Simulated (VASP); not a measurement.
# LiSi2C3 (P-3m1) in VASP: single point with PBE

Aim: the single point of LiSi2C3 with PBE.

Program: VASP 6.6.1. These are calculated values, not measurements. Logs are shortened: lines on timing, memory, paths and dates and some standing lists are left out, and cuts for length are marked.

### Step 1. The cell of the first run

Symmetry: P-3m1, No. 164, trigonal system. The conventional cell has a = 3.138 Å, b = 3.138 Å, c = 7.692 Å, α = 90.00°, β = 90.00°, γ = 120.00°. Within 3.3 Å of Li (site symmetry -3m) lie 6 C at 2.50 Å and 6 Li at 3.14 Å. Si (site symmetry 3m) has 6 C at 2.10 Å and 3 Si at 2.79 Å within 2.8 Å. Within 2.8 Å of C (site symmetry 3m) lie 3 Si at 2.10 Å and 3 Li at 2.50 Å and 3 C at 2.79 Å. C (site symmetry -3m) has 6 Si at 2.10 Å and 6 C at 2.79 Å within 2.8 Å.

### Step 2. Single point, PBE

The input, INCAR:

```
SYSTEM = LiSi2C3
PREC = Accurate ; ENCUT = 520
EDIFF = 1E-6 ; ISMEAR = 0
SIGMA = 0.1 ; LREAL = .FALSE.
LASPH = .TRUE. ; NELM = 100
ALGO = Normal ; ISIF = 2
LWAVE = .FALSE. ; LCHARG = .FALSE.
GGA = PE ; NBANDS = 20
```

The input, KPOINTS:

```
Automatic mesh
0
G
  6 6 2
  0 0 0
```

The input, POSCAR:

```
LiSi2C3
1.0
    3.1378657000      0.0000000000      0.0000000000
   -1.5689328500      2.7174714100      0.0000000000
    0.0000000000      0.0000000000      7.6920265800
Li Si C
1 2 3
Direct
    0.0000000000      0.0000000000      0.0000000000
    0.6666666700      0.3333333300      0.6382100400
    0.3333333300      0.6666666700      0.3617899600
    0.3333333300      0.6666666700      0.7764200700
    0.6666666700      0.3333333300      0.2235799300
    0.0000000000      0.0000000000      0.5000000000
```

Potentials or basis: VASP PAW PBE potentials, release 64 (Li_sv, Si, C).

Command:

```sh
$ cat potpaw_PBE.64/Li_sv/POTCAR potpaw_PBE.64/Si/POTCAR potpaw_PBE.64/C/POTCAR > POTCAR
$ mpirun -np 1 vasp_std > vasp.out
```

OUTCAR:

```text
SYSTEM = LiSi2C3
   PREC = Accurate
   ENCUT = 520
   EDIFF = 1E-6
   ISMEAR = 0
   LREAL = .FALSE.
   LASPH = .TRUE.
   NELM = 100
   ISIF = 2
   GGA = PE

 ion  position               nearest neighbor table
   1  0.000  0.000  0.000-
   2  0.667  0.333  0.638-   4 2.10   4 2.10   6 2.10   4 2.10   6 2.10   6 2.10   3 2.79   3 2.79
                             3 2.79
   3  0.333  0.667  0.362-   5 2.10   5 2.10   6 2.10   5 2.10   6 2.10   6 2.10   2 2.79   2 2.79
                             2 2.79
   4  0.333  0.667  0.776-   2 2.10   2 2.10   2 2.10
   5  0.667  0.333  0.224-   3 2.10   3 2.10   3 2.10
   6  0.000  0.000  0.500-   2 2.10   3 2.10   2 2.10   3 2.10   2 2.10   3 2.10

  LATTYP: Found a hexagonal cell.
 ALAT       =     3.1378657000
 C/A-ratio  =     2.4513562132

  Lattice vectors:

 A1 = (   3.1378657000,   0.0000000000,   0.0000000000)
 A2 = (  -1.5689328500,   2.7174714100,   0.0000000000)
 A3 = (   0.0000000000,   0.0000000000,   7.6920265800)

Analysis of symmetry for initial positions (statically):
=====================================================================
 Subroutine PRICEL returns:
 Original cell was already a primitive cell.

 Routine SETGRP: Setting up the symmetry group for a
 hexagonal supercell.

 Subroutine GETGRP returns: Found 12 space group operations
 (whereof 12 operations were pure point group operations)
 out of a pool of 24 trial point group operations.

The static configuration has the point symmetry D_3d.

Analysis of symmetry for dynamics (positions and initial velocities):
=====================================================================
 Subroutine PRICEL returns:
 Original cell was already a primitive cell.

 Routine SETGRP: Setting up the symmetry group for a
 hexagonal supercell.

 Subroutine GETGRP returns: Found 12 space group operations
 (whereof 12 operations were pure point group operations)
 out of a pool of 24 trial point group operations.

The dynamic configuration has the point symmetry D_3d.

 Subroutine INISYM returns: Found 12 space group operations
 (whereof 12 operations are pure point group operations),
 and found     1 'primitive' translations

----------------------------------------------------------------------------------------

                                     Primitive cell

  volume of cell :      65.5904

  direct lattice vectors                    reciprocal lattice vectors
     3.137865700  0.000000000  0.000000000     0.318687954  0.183994576  0.000000000
    -1.568932850  2.717471410  0.000000000     0.000000000  0.367989152  0.000000000
     0.000000000  0.000000000  7.692026580     0.000000000  0.000000000  0.130004751

  length of vectors
     3.137865700  3.137865700  7.692026580     0.367989152  0.367989152  0.130004751

  position of ions in fractional coordinates (direct lattice)
     0.000000000  0.000000000  0.000000000
     0.666666670  0.333333330  0.638210040
     0.333333330  0.666666670  0.361789960
     0.333333330  0.666666670  0.776420070
     0.666666670  0.333333330  0.223579930
     0.000000000  0.000000000  0.500000000

  ion indices of the primitive-cell ions
   primitive index   ion index
                 1           1
                 2           2
                 3           3
                 4           4
                 5           5
                 6           6

----------------------------------------------------------------------------------------

 KPOINTS: Automatic mesh

Automatic generation of k-mesh.
 Grid dimensions read from file:
 generate k-points for:    6    6    2

 Generating k-lattice:

  Cartesian coordinates                     Fractional coordinates (reciprocal lattice)
     0.053114659  0.030665763  0.000000000     0.166666667  0.000000000  0.000000000
     0.000000000  0.061331525  0.000000000     0.000000000  0.166666667  0.000000000
     0.000000000  0.000000000  0.065002375     0.000000000  0.000000000  0.500000000

  Length of vectors
     0.061331525  0.061331525  0.065002375

  Shift w.r.t. Gamma in fractional coordinates (k-lattice)
     0.000000000  0.000000000  0.000000000

 Subroutine IBZKPT returns following result:
 ===========================================

 Found     14 irreducible k-points:

 Following reciprocal coordinates:
            Coordinates               Weight
  0.000000  0.000000  0.000000      1.000000
  0.166667 -0.000000  0.000000      6.000000
  0.333333 -0.000000  0.000000      6.000000
  0.500000 -0.000000  0.000000      3.000000
  0.166667  0.166667  0.000000      6.000000
  0.333333  0.166667  0.000000     12.000000
  0.333333  0.333333  0.000000      2.000000
  0.000000  0.000000  0.500000      1.000000
  0.166667 -0.000000  0.500000      6.000000
  0.333333 -0.000000  0.500000      6.000000
  0.500000 -0.000000  0.500000      3.000000
  0.166667  0.166667  0.500000      6.000000
  0.333333  0.166667  0.500000     12.000000
  0.333333  0.333333  0.500000      2.000000
   k-points           NKPTS =     14   k-points in BZ     NKDIM =     14   number of bands    NBANDS=     20
   number of dos      NEDOS =    301   number of ions     NIONS =      6
   total plane-waves  NPLWV =  34560
   dimension x,y,z NGX =    24 NGY =   24 NGZ =   60
   dimension x,y,z NGXF=    48 NGYF=   48 NGZF=  120
   ions per type =               1   2   3
   NGX,Y,Z   is equivalent  to a cutoff of  12.72, 12.72, 12.97 a.u.
   NGXF,Y,Z  is equivalent  to a cutoff of  25.43, 25.43, 25.94 a.u.
 SYSTEM =  LiSi2C3
   PREC   = accura    normal or accurate (medium, high low for compatibility)
   ISTART =      0    job   : 0-new  1-cont  2-samecut
   ICHARG =      2    charge: 1-file 2-atom 10-const
   ISPIN  =      1    spin polarized calculation?
   LNONCOLLINEAR =      F non collinear calculations
   LSORBIT =      F    spin-orbit coupling
   LASPH  =      T    aspherical Exc in radial PAW
   ENCUT  =  520.0 eV  38.22 Ry    6.18 a.u.   5.83  5.83 14.30*2*pi/ulx,y,z
   NELM   =    100;   NELMIN=  2; NELMDL= -5     # of ELM steps
   EDIFF  = 0.1E-05   stopping-criterion for ELM
   LREAL  =      F    real-space projection
   EDIFFG = 0.1E-04   stopping-criterion for IOM
   NSW    =      0    number of steps for IOM
   IBRION =     -1    ionic relax: 0-MD 1-quasi-New 2-CG
   NFREE  =      0    steps in history (QN), initial steepest desc. (CG)
   ISIF   =      2    stress and relaxation
   ISYM   =      2    0-nonsym 1-usesym 2-fastsym
   POTIM  = 0.5000    time-step for ionic-motion
   TEBEG  =    0.0;   TEEND  =   0.0 temperature during run
   PSTRESS=    0.0 pullay stress
   NELECT =      23.0000    total number of electrons
   NUPDOWN=      -1.0000    fix difference up-down
   EMIN   =  10.00;   EMAX   =-10.00  energy-range for DOS
   EFERMI =   0.00;   METHOD = LEGACY
   ISMEAR =     0;   SIGMA  =   0.10  broadening in eV -4-tet -1-fermi 0-gaus
   EFERMI_NEDOS =   21; number of points for ismear=-14 and -15
   IALGO  =     38    algorithm
   IMIX   =      4    mixing-type and parameters
     AMIX     =   0.40;   BMIX     =  1.00
     AMIX_MAG =   1.60;   BMIX_MAG =  1.00
  volume/ion in A,a.u.               =      10.93        73.77
  Fermi-wavevector in a.u.,A,eV,Ry     =   1.154438  2.181572 18.132863  1.332728
  Thomas-Fermi vector in A             =   2.291075
   LORBIT       =      0    0 simple, 1 ext, 2 COOP (PROOUT), +10 PAW based schemes
   GGA     = PE    functional components
   LHFCALC =     F    Hartree Fock is set to
   AEXX    =    0.0000 exact exchange contribution
   IVDW    =     0    specifies the selected vdW correction
   LEPSILON=     F    determine dielectric tensor
   LRPA    =     F    only Hartree local field effects (RPA)
 non-spin polarized calculation
 Gauss-broadening in eV      SIGMA  =   0.10
  energy-cutoff  :      520.00
  volume of cell :       65.59
 maximum number of plane-waves:      1811
 NGX is ok and might be reduce to    24
   NGX = 11   NGY = 11   NGZ = 29

 number of electron      22.9999999 magnetization

 Free energy of the ion-electron system (eV)
  ---------------------------------------------------
  ext. energy  EPLUGINS =         0.00000000
  ---------------------------------------------------
  free energy    TOTEN  =       -34.00220583 eV

  energy without entropy =      -33.98325957  energy(sigma->0) =      -33.99273270

 E-fermi :   6.1343     XC(G=0): -10.6218

 val. band max:        6.1274392335   @ k =   0.1667   0.1667   0.5000
 cond. band min:       6.1756940442   @ k =   0.1667  -0.0000   0.0000
 fundamental gap:      0.0482548107
 Fermi energy:         6.1343123545

 k-point     1 :       0.0000    0.0000    0.0000
  band No.  band energies     occupation
      1     -38.7869      2.00000
      2     -10.4143      2.00000
      3      -6.8973      2.00000
      4      -4.3041      2.00000
      5       1.0691      2.00000
      6       3.8721      2.00000
[... 12 lines left out ...]
     19      14.5282      0.00000
     20      14.6648      0.00000

 k-point     2 :       0.1667   -0.0000    0.0000
  band No.  band energies     occupation
      1     -38.7845      2.00000
      2      -9.9274      2.00000
      3      -6.4340      2.00000
      4      -3.9774      2.00000
      5       1.1672      2.00000
      6       1.5441      2.00000
[... 12 lines left out ...]
     19      13.9014      0.00000
     20      15.1252      0.00000
[... 235 lines left out ...]
      3      -4.4482      2.00000
      4      -3.8857      2.00000
      5      -1.8869      2.00000
      6      -0.7502      2.00000
[... 12 lines left out ...]
     19      14.6512      0.00000
     20      15.3090      0.00000

 k-point    14 :       0.3333    0.3333    0.5000
  band No.  band energies     occupation
      1     -38.7765      2.00000
      2      -5.8604      2.00000
      3      -4.2262      2.00000
      4      -4.2262      2.00000
      5      -1.9568      2.00000
      6      -1.9568      2.00000
[... 12 lines left out ...]
     19      15.0847      0.00000
     20      15.0847      0.00000

------------------------ aborting loop because EDIFF is reached ----------------------------------------

  FORCE on cell =-STRESS in cart. coord.  units (eV):
  Direction    XX          YY          ZZ          XY          YZ          ZX
  --------------------------------------------------------------------------------------
  -------------------------------------------------------------------------------------
  Total       -9.0780736     -9.0780736      1.0703058      0.0000000      0.0000000      0.0000000
  in kB     -221.7502771   -221.7502771     26.1443812      0.0000000      0.0000000      0.0000000
  external PRESSURE =    -139.1187243 kB  Pullay stress =       0.0000000 kB

 VOLUME and BASIS-vectors are now :
 -----------------------------------------------------------------------------
  energy-cutoff  :      520.00
  volume of cell :       65.59
      direct lattice vectors                 reciprocal lattice vectors
     3.137865700  0.000000000  0.000000000     0.318687954  0.183994576  0.000000000
    -1.568932850  2.717471410  0.000000000     0.000000000  0.367989152  0.000000000
     0.000000000  0.000000000  7.692026580     0.000000000  0.000000000  0.130004751

 POSITION                                       TOTAL-FORCE (eV/Angst)
 -----------------------------------------------------------------------------------
      0.00000      0.00000      0.00000        -0.000000      0.000000     -0.000000
      1.56893      0.90582      4.90913         0.000000     -0.000000      4.028410
     -0.00000      1.81165      2.78290        -0.000000      0.000000     -4.028410
     -0.00000      1.81165      5.97224        -0.000000      0.000000     -0.855255
      1.56893      0.90582      1.71978         0.000000      0.000000      0.855255
      0.00000      0.00000      3.84601        -0.000000      0.000000     -0.000000
 -----------------------------------------------------------------------------------
    total drift:                                0.000000     -0.000000     -0.000000

  FREE ENERGIE OF THE ION-ELECTRON SYSTEM (eV)
  ---------------------------------------------------
  free  energy   TOTEN  =       -34.0022058275 eV

  energy  without entropy=      -33.9832595699  energy(sigma->0) =      -33.99273270
```

Wall time 50 s (1 thread of AMD EPYC 7R13, shared host); peak memory 0.15 GiB.

What came out:

```yaml
Free_energy: -34.0022 eV
Largest_force: 4.028 eV/Å
```

Forces on the atoms (eV/Å):
```
Li   0.000  0.000  0.000
Si   0.000  0.000  4.028
Si   0.000  0.000 -4.028
C    0.000  0.000 -0.855
C    0.000  0.000  0.855
C    0.000  0.000  0.000
```

Caveat: the k points lie up to 0.41 Å⁻¹ apart; the cutoff is under 1.25 times the usual one of these potentials, so pressure, stress and relaxed cells hold a basis-set (Pulay) error; forces of over 1 eV/Å act on the atoms, so gaps and moduli don't describe the material at rest.
